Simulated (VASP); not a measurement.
Input of a VASP 6.6.1 run:

The input INCAR:

```
PREC = Accurate
ENCUT = 520
EDIFF = 1E-7
ISMEAR = 0
SIGMA = 0.1
LREAL = F
LASPH = T
NELM = 60
ALGO = Normal
ISIF = 2
LWAVE = F
LCHARG = T
GGA = CA
LELF = T
LVHAR = T
NBANDS = 12
```

KPOINTS

```
Automatic mesh
0
Gamma
  14 14 14
```

Contents of POSCAR:

```
Ti
1.0
    0.0000000000      2.0827507031      2.0827507031
    2.0827507031      0.0000000000      2.0827507031
    2.0827507031      2.0827507031      0.0000000000
Ti
1
Direct
    0.0000000000      0.0000000000      0.0000000000
```

Potentials or basis: VASP PAW LDA potentials, release 64 (Ti_sv).

Command:

```bash
$ cat potpaw_LDA.64/Ti_sv/POTCAR > POTCAR
$ mpirun -np 1 vasp_std > vasp.out
```

Question: Predict the band gap on the k mesh.

Answer: Zero (band 6 reaches 8.39 eV, above the bottom of band 7 at 7.18 eV).

Question: Estimate the pressure.

Answer: -11.9 GPa.
